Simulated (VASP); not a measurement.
# Si (Fd-3m) in VASP: further runs

Runs on Si. Level: PBE. Tasks: single point.

All numbers are computed with VASP 6.6.1; they aren't measurements. Logs are shortened: lines on timing, memory, paths and dates and some standing lists are left out, and cuts for length are marked.

**1. The cell of the first run**

It takes space group Fd-3m (No. 227, cubic). The conventional cell has a = 5.471 Å, b = 5.471 Å, c = 5.471 Å, α = 90.00°, β = 90.00°, γ = 90.00°. Within 3.1 Å of Si (site symmetry -43m) lie 4 Si at 2.37 Å.

**2. Single point, PBE**

Contents of INCAR:

```
  PREC = Accurate
  ENCUT = 520
  EDIFF = 1E-7
  ISMEAR = 1
  SIGMA = 0.03
  LREAL = False
  LASPH = True
  NELM = 80
  ALGO = Normal
  ISIF = 2
  LWAVE = False
  LCHARG = False
  GGA = PE
  NBANDS = 11
```

Contents of KPOINTS:

```
regular mesh
0
Gamma
  10 10 10
```

Contents of POSCAR:

```
Si
1.0
    0.0000000000      2.7354874751      2.7354874751
    2.7354874751      0.0000000000      2.7354874751
    2.7354874751      2.7354874751      0.0000000000
Si
2
Direct
    0.5000000000      0.5000000000      0.5000000000
    0.7500000000      0.7500000000      0.7500000000
```

Potentials or basis: VASP PAW PBE potentials, release 64 (Si).

Started as:

```bash
$ cat potpaw_PBE.64/Si/POTCAR > POTCAR
$ mpirun -np 1 vasp_std > vasp.out
```

OUTCAR:

```text
PREC = Accurate
   ENCUT = 520
   EDIFF = 1E-7
   ISMEAR = 1
   LREAL = False
   LASPH = True
   NELM = 80
   ISIF = 2
   GGA = PE

 ion  position               nearest neighbor table
   1  0.500  0.500  0.500-   2 2.37   2 2.37   2 2.37   2 2.37
   2  0.750  0.750  0.750-   1 2.37   1 2.37   1 2.37   1 2.37

  LATTYP: Found a face centered cubic cell.
 ALAT       =     5.4709749502

  Lattice vectors:

 A1 = (   0.0000000000,   2.7354874751,   2.7354874751)
 A2 = (   2.7354874751,   0.0000000000,   2.7354874751)
 A3 = (   2.7354874751,   2.7354874751,   0.0000000000)

Analysis of symmetry for initial positions (statically):
=====================================================================
 Subroutine PRICEL returns:
 Original cell was already a primitive cell.

 Routine SETGRP: Setting up the symmetry group for a
 face centered cubic supercell.

 Subroutine GETGRP returns: Found 48 space group operations
 (whereof 24 operations were pure point group operations)
 out of a pool of 48 trial point group operations.

The static configuration has the point symmetry T_d .
 The point group associated with its full space group is O_h .

Analysis of symmetry for dynamics (positions and initial velocities):
=====================================================================
 Subroutine PRICEL returns:
 Original cell was already a primitive cell.

 Routine SETGRP: Setting up the symmetry group for a
 face centered cubic supercell.

 Subroutine GETGRP returns: Found 48 space group operations
 (whereof 24 operations were pure point group operations)
 out of a pool of 48 trial point group operations.

The dynamic configuration has the point symmetry T_d .
 The point group associated with its full space group is O_h .

 Subroutine INISYM returns: Found 48 space group operations
 (whereof 24 operations are pure point group operations),
 and found     1 'primitive' translations

----------------------------------------------------------------------------------------

                                     Primitive cell

  volume of cell :      40.9387

  direct lattice vectors                    reciprocal lattice vectors
     0.000000000  2.735487475  2.735487475    -0.182782778  0.182782778  0.182782778
     2.735487475  0.000000000  2.735487475     0.182782778 -0.182782778  0.182782778
     2.735487475  2.735487475  0.000000000     0.182782778  0.182782778 -0.182782778

  length of vectors
     3.868563487  3.868563487  3.868563487     0.316589058  0.316589058  0.316589058

  position of ions in fractional coordinates (direct lattice)
     0.500000000  0.500000000  0.500000000
     0.750000000  0.750000000  0.750000000

  ion indices of the primitive-cell ions
   primitive index   ion index
                 1           1
                 2           2

----------------------------------------------------------------------------------------

 KPOINTS: regular mesh

Automatic generation of k-mesh.
 Grid dimensions read from file:
 generate k-points for:   10   10   10

 Generating k-lattice:

  Cartesian coordinates                     Fractional coordinates (reciprocal lattice)
    -0.018278278  0.018278278  0.018278278     0.100000000  0.000000000  0.000000000
     0.018278278 -0.018278278  0.018278278     0.000000000  0.100000000  0.000000000
     0.018278278  0.018278278 -0.018278278     0.000000000  0.000000000  0.100000000

  Length of vectors
     0.031658906  0.031658906  0.031658906

  Shift w.r.t. Gamma in fractional coordinates (k-lattice)
     0.000000000  0.000000000  0.000000000

 Subroutine IBZKPT returns following result:
 ===========================================

 Found     47 irreducible k-points:

 Following reciprocal coordinates:
            Coordinates               Weight
  0.000000  0.000000  0.000000      1.000000
  0.100000  0.000000  0.000000      8.000000
  0.200000  0.000000  0.000000      8.000000
  0.300000  0.000000  0.000000      8.000000
  0.400000  0.000000  0.000000      8.000000
  0.500000  0.000000  0.000000      4.000000
[... 16 lines left out ...]
  0.300000  0.300000  0.000000      6.000000
  0.400000  0.300000  0.000000     24.000000
 [... further k-points ...]
   k-points           NKPTS =     47   k-points in BZ     NKDIM =     47   number of bands    NBANDS=     11
   number of dos      NEDOS =    301   number of ions     NIONS =      2
   total plane-waves  NPLWV =  27000
   dimension x,y,z NGX =    30 NGY =   30 NGZ =   30
   dimension x,y,z NGXF=    60 NGYF=   60 NGZF=   60
   ions per type =               2
   NGX,Y,Z   is equivalent  to a cutoff of  12.89, 12.89, 12.89 a.u.
   NGXF,Y,Z  is equivalent  to a cutoff of  25.78, 25.78, 25.78 a.u.
 SYSTEM =  unknown system
   PREC   = accura    normal or accurate (medium, high low for compatibility)
   ISTART =      0    job   : 0-new  1-cont  2-samecut
   ICHARG =      2    charge: 1-file 2-atom 10-const
   ISPIN  =      1    spin polarized calculation?
   LNONCOLLINEAR =      F non collinear calculations
   LSORBIT =      F    spin-orbit coupling
   LASPH  =      T    aspherical Exc in radial PAW
   ENCUT  =  520.0 eV  38.22 Ry    6.18 a.u.   7.19  7.19  7.19*2*pi/ulx,y,z
   NELM   =     80;   NELMIN=  2; NELMDL= -5     # of ELM steps
   EDIFF  = 0.1E-06   stopping-criterion for ELM
   LREAL  =      F    real-space projection
   EDIFFG = 0.1E-05   stopping-criterion for IOM
   NSW    =      0    number of steps for IOM
   IBRION =     -1    ionic relax: 0-MD 1-quasi-New 2-CG
   NFREE  =      0    steps in history (QN), initial steepest desc. (CG)
   ISIF   =      2    stress and relaxation
   ISYM   =      2    0-nonsym 1-usesym 2-fastsym
   POTIM  = 0.5000    time-step for ionic-motion
   TEBEG  =    0.0;   TEEND  =   0.0 temperature during run
   PSTRESS=    0.0 pullay stress
   NELECT =       8.0000    total number of electrons
   NUPDOWN=      -1.0000    fix difference up-down
   EMIN   =  10.00;   EMAX   =-10.00  energy-range for DOS
   EFERMI =   0.00;   METHOD = LEGACY
   ISMEAR =     1;   SIGMA  =   0.03  broadening in eV -4-tet -1-fermi 0-gaus
   EFERMI_NEDOS =   21; number of points for ismear=-14 and -15
   IALGO  =     38    algorithm
   IMIX   =      4    mixing-type and parameters
     AMIX     =   0.40;   BMIX     =  1.00
     AMIX_MAG =   1.60;   BMIX_MAG =  1.00
  volume/ion in A,a.u.               =      20.47       138.13
  Fermi-wavevector in a.u.,A,eV,Ry     =   0.950007  1.795253 12.279437  0.902513
  Thomas-Fermi vector in A             =   2.078343
   LORBIT       =      0    0 simple, 1 ext, 2 COOP (PROOUT), +10 PAW based schemes
   GGA     = PE    functional components
   LHFCALC =     F    Hartree Fock is set to
   AEXX    =    0.0000 exact exchange contribution
   IVDW    =     0    specifies the selected vdW correction
   LEPSILON=     F    determine dielectric tensor
   LRPA    =     F    only Hartree local field effects (RPA)
 non-spin polarized calculation
 Methfessel and Paxton  Order N= 1 SIGMA  =   0.03
  energy-cutoff  :      520.00
  volume of cell :       40.94
 maximum number of plane-waves:      1114
 NGX is ok and might be reduce to    30
   NGX = 15   NGY = 15   NGZ = 15

 number of electron       8.0000001 magnetization

 Free energy of the ion-electron system (eV)
  ---------------------------------------------------
  ext. energy  EPLUGINS =         0.00000000
  ---------------------------------------------------
  free energy    TOTEN  =       -10.84918408 eV

  energy without entropy =      -10.84918929  energy(sigma->0) =      -10.84918581

 E-fermi :   5.6292     XC(G=0):  -9.3223

 val. band max:        5.6039670790   @ k =   0.0000   0.0000   0.0000
 cond. band min:       6.2239676737   @ k =   0.4000   0.4000   0.0000
 fundamental gap:      0.6200005947
 Fermi energy:         5.6292235297

 k-point     1 :       0.0000    0.0000    0.0000
  band No.  band energies     occupation
      1      -6.2024      2.00000
      2       5.6040      2.00000
      3       5.6040      2.00000
      4       5.6040      2.00000
      5       8.1603      0.00000
      6       8.1603      0.00000
      7       8.1603      0.00000
      8       8.7239      0.00000
      9      13.3124      0.00000
     10      13.3124      0.00000
     11      13.4770      0.00000

 k-point     2 :       0.1000    0.0000    0.0000
  band No.  band energies     occupation
      1      -6.0739      2.00000
      2       4.4620      2.00000
      3       5.4104      2.00000
      4       5.4104      2.00000
      5       8.1234      0.00000
      6       8.4457      0.00000
      7       8.4457      0.00000
      8       9.6971      0.00000
      9      12.9631      0.00000
     10      12.9631      0.00000
     11      14.0062      0.00000

 k-point     3 :       0.2000    0.0000    0.0000
  band No.  band energies     occupation
      1      -5.6949      2.00000
      2       2.6235      2.00000
      3       5.0371      2.00000
      4       5.0371      2.00000
      5       7.7523      0.00000
      6       8.9472      0.00000
      7       8.9472      0.00000
      8      11.4722      0.00000
      9      12.6526      0.00000
     10      12.6526      0.00000
     11      14.6757      0.00000

 k-point     4 :       0.3000    0.0000    0.0000
  band No.  band energies     occupation
      1      -5.0923      2.00000
      2       0.8671      2.00000
      3       4.7072      2.00000
      4       4.7072      2.00000
      5       7.3886      0.00000
      6       9.1284      0.00000
      7       9.1284      0.00000
      8      13.0962      0.00000
      9      13.1771      0.00000
     10      13.1771      0.00000
     11      14.4218      0.00000

 k-point     5 :       0.4000    0.0000    0.0000
  band No.  band energies     occupation
      1      -4.3635      2.00000
      2      -0.5795      2.00000
      3       4.4975      2.00000
      4       4.4975      2.00000
      5       7.1487      0.00000
      6       9.0248      0.00000
      7       9.0248      0.00000
      8      13.4070      0.00000
      9      14.5376      0.00000
     10      14.5376      0.00000
     11      15.5062      0.00000
[... 211 lines left out ...]
 k-point    21 :      -0.3000    0.2000    0.0000
  band No.  band energies     occupation
      1      -4.1785      2.00000
      2      -0.0529      2.00000
      3       2.2239      2.00000
      4       4.3142      2.00000
      5       8.0433      0.00000
      6      10.1067      0.00000
      7      10.1627      0.00000
      8      12.2156      0.00000
      9      12.4160      0.00000
     10      15.0500      0.00000
     11      17.4197      0.00000

 k-point    22 :      -0.2000    0.2000    0.0000
  band No.  band energies     occupation
      1      -4.8803      2.00000
      2       1.1589      2.00000
      3       2.6745      2.00000
      4       4.7737      2.00000
      5       8.4521      0.00000
      6       9.5677      0.00000
      7       9.8711      0.00000
      8      11.2557      0.00000
      9      11.7364      0.00000
     10      16.1995      0.00000
     11      16.2180      0.00000

 k-point    23 :       0.3000    0.3000    0.0000
  band No.  band energies     occupation
      1      -4.6826      2.00000
      2       1.2004      2.00000
      3       3.4244      2.00000
      4       3.4244      2.00000
      5       6.4950      0.00000
      6       8.0415      0.00000
      7      12.1704      0.00000
      8      12.1704      0.00000
      9      14.4986      0.00000
     10      15.0251      0.00000
     11      17.9133      0.00000

 k-point    24 :       0.4000    0.3000    0.0000
  band No.  band energies     occupation
      1      -4.0821      2.00000
      2       0.2128      2.00000
      3       2.8140      2.00000
      4       3.2230      2.00000
      5       6.6824      0.00000
      6       7.8708      0.00000
      7      12.4532      0.00000
      8      12.5952      0.00000
      9      16.0094      0.00000
     10      16.1317      0.00000
     11      17.6169      0.00000

 [... further k-points ...]
[... 5 lines left out ...]
  --------------------------------------------------------------------------------------
  -------------------------------------------------------------------------------------
  Total       -0.0297741     -0.0297741     -0.0297741     -0.0000000     -0.0000000      0.0000000
  in kB       -1.1652388     -1.1652388     -1.1652388     -0.0000000     -0.0000000      0.0000000
  external PRESSURE =      -1.1652388 kB  Pullay stress =       0.0000000 kB

 VOLUME and BASIS-vectors are now :
 -----------------------------------------------------------------------------
  energy-cutoff  :      520.00
  volume of cell :       40.94
      direct lattice vectors                 reciprocal lattice vectors
     0.000000000  2.735487475  2.735487475    -0.182782778  0.182782778  0.182782778
     2.735487475  0.000000000  2.735487475     0.182782778 -0.182782778  0.182782778
     2.735487475  2.735487475  0.000000000     0.182782778  0.182782778 -0.182782778

 POSITION                                       TOTAL-FORCE (eV/Angst)
 -----------------------------------------------------------------------------------
      2.73549      2.73549      2.73549        -0.000000     -0.000000     -0.000000
      4.10323      4.10323      4.10323         0.000000      0.000000      0.000000
 -----------------------------------------------------------------------------------
    total drift:                                0.000000     -0.000000     -0.000000

  FREE ENERGIE OF THE ION-ELECTRON SYSTEM (eV)
  ---------------------------------------------------
  free  energy   TOTEN  =       -10.8491840754 eV

  energy  without entropy=      -10.8491892935  energy(sigma->0) =      -10.84918581
```

Wall time 12 s (1 thread of Intel Xeon Platinum 8488C (Sapphire Rapids), shared host); peak memory 0.16 GiB.

What came out:

```yaml
Free_energy: -10.8492 eV
Pressure: -0.1 GPa
Band_gap_on_the_k_mesh: 0.62 eV, indirect (least direct gap 2.56 eV)
```

Levels at points of the mesh, in eV from the valence-band top:
```
           k point  band 1  band 2  band 3  band 4  band 5  band 6  band 7  band 8  band 9
(0.00, 0.00, 0.00)  -11.81    0.00    0.00    0.00    2.56    2.56    2.56    3.12    7.71
(0.50, 0.00, 0.00)   -9.53   -6.86   -1.18   -1.18    1.46    3.35    3.35    7.70   10.49
(0.50, 0.50, 0.00)   -7.74   -7.74   -2.79   -2.79    0.75    0.75    9.93    9.93   10.90
```

A k mesh can miss the band edges. A hybrid or GW would open this gap; PBE tends to underestimate it.

**3. Single point, PBE**

Contents of INCAR:

```
ALGO = Normal ; EDIFF = 1E-7
ENCUT = 520 ; GGA = PE
ISIF = 2 ; ISMEAR = 1
LASPH = True ; LCHARG = False
LREAL = False ; LWAVE = False
NBANDS = 11 ; NELM = 60
PREC = Accurate ; SIGMA = 0.1
```

Contents of KPOINTS:

```
k-points
0
Gamma
  10 10 10
```

POSCAR is that of step 2.

Potentials or basis: VASP PAW PBE potentials, release 64 (Si).

Started as:

```bash
$ cat potpaw_PBE.64/Si/POTCAR > POTCAR
$ mpirun -np 1 vasp_std > vasp.out
```

Wall time 12 s (1 thread of Intel Xeon Platinum 8488C (Sapphire Rapids), shared host); peak memory 0.16 GiB.

It converged, with:

```yaml
Free_energy: -10.8492 eV
Pressure: -0.1 GPa
Band_gap_on_the_k_mesh: 0.62 eV, indirect (least direct gap 2.56 eV)
```

Levels at points of the mesh, in eV from the valence-band top:
```tsv
k point	band 1	band 2	band 3	band 4	band 5	band 6	band 7	band 8
(0.00, 0.00, 0.00)	-11.81	0.00	0.00	0.00	2.56	2.56	2.56	3.12
(0.50, 0.00, 0.00)	-9.53	-6.86	-1.18	-1.18	1.46	3.35	3.35	7.70
(0.50, 0.50, 0.00)	-7.74	-7.74	-2.79	-2.79	0.75	0.75	9.93	9.93
```

A k mesh can miss the band edges.
